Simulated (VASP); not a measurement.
**Mo: single point with LDA**

Crystal: Mo.

```xyz
1
Lattice="2.8723 0.0000 0.0000 -1.4361 2.4875 0.0000 0.0000 0.0000 2.5552" Properties=species:S:1:pos:R:3 pbc="T T T"
Mo    0.0000    0.0000    1.2776
```

This cell differs from its parent crystal: strain +0.0500 x Voigt [1, 1, 0, 0, 0, 0].

```json
{
  "Program": "VASP 6.6.1",
  "Task": "single point",
  "Functional": "LDA",
  "Potentials or basis": "VASP PAW LDA potentials, release 64 (Mo_sv)",
  "Cutoff": "520 eV",
  "k mesh": "18 × 18 × 18",
  "Occupations": "gaussian, width 0.15 eV",
  "Spin": "no spin polarisation",
  "Dipole correction": "no",
  "Further INCAR settings": "ALGO = Normal; EDIFF = 1e-07; NBANDS = 13"
}
```

```yaml
Pressure: -23.3 GPa
Band_gap_on_the_k_mesh: zero (bands 7 and 8 overlap by 1.53 eV)
```

Stress tensor (GPa, compression positive):
```
-24.10   0.00   0.00
  0.00 -24.10   0.00
  0.00   0.00 -21.58
```

Levels at points of the mesh, in eV from the Fermi level:
```csv
k point,band 5,band 6,band 7,band 8,band 9,band 10
"(0.00, 0.00, 0.00)",-6.33,-3.82,-0.74,-0.74,3.84,3.84
"(0.50, 0.00, 0.00)",-4.24,-3.05,0.78,1.56,3.35,3.63
"(0.00, 0.00, 0.50)",-3.10,0.15,0.15,0.32,0.32,0.50
"(0.50, 0.00, 0.50)",-4.63,-2.58,-0.69,4.03,5.62,6.41
```

Wall time 93 s on 1 thread of Intel Xeon 8259CL, on a shared host, peak memory 0.19 GiB.

Caveat: the cell differs from its parent crystal (strain +0.0500 x Voigt [1, 1, 0, 0, 0, 0]); the cell stands under tension.
